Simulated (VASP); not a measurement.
A run of VASP 6.6.1:

The input INCAR:

```
SYSTEM = MoS2
PREC = Accurate
ENCUT = 520
EDIFF = 1E-7
ISMEAR = 0
SIGMA = 0.1
LREAL = .FALSE.
LASPH = .TRUE.
NELM = 80
ALGO = Normal
ISIF = 2
LWAVE = .FALSE.
LCHARG = .FALSE.
GGA = PE
IVDW = 12
NBANDS = 20
```

The input KPOINTS:

```
regular mesh
0
G
  18 18 8
  0 0 0
```

POSCAR

```
MoS2
1.0
    3.1747657158      0.0000000000      0.0000000000
   -1.5873828579      2.7494277609      0.0000000000
    0.0000000000      0.0000000000      5.8065784942
Mo S
1 2
Direct
    0.0000000000      0.0000000000      0.5000000000
    0.3333333333      0.6666666667      0.2290831857
    0.6666666667      0.3333333333      0.7709168143
```

Potentials or basis: VASP PAW PBE potentials, release 64 (Mo_sv, S).

Launch:

```console
$ cat potpaw_PBE.64/Mo_sv/POTCAR potpaw_PBE.64/S/POTCAR > POTCAR
$ mpirun -np 1 vasp_std > vasp.out
```

Hardware: 1 thread of AMD EPYC 9R45 96-Core Processor (Zen 5) (shared host).

Problem. Estimate the wall time of this run.

Solution. Run time: 100 s on 1 thread of AMD EPYC 9R45 96-Core Processor (Zen 5), on a shared host, peak memory 0.34 GiB. Counts: scf iterations 15, k points 266.
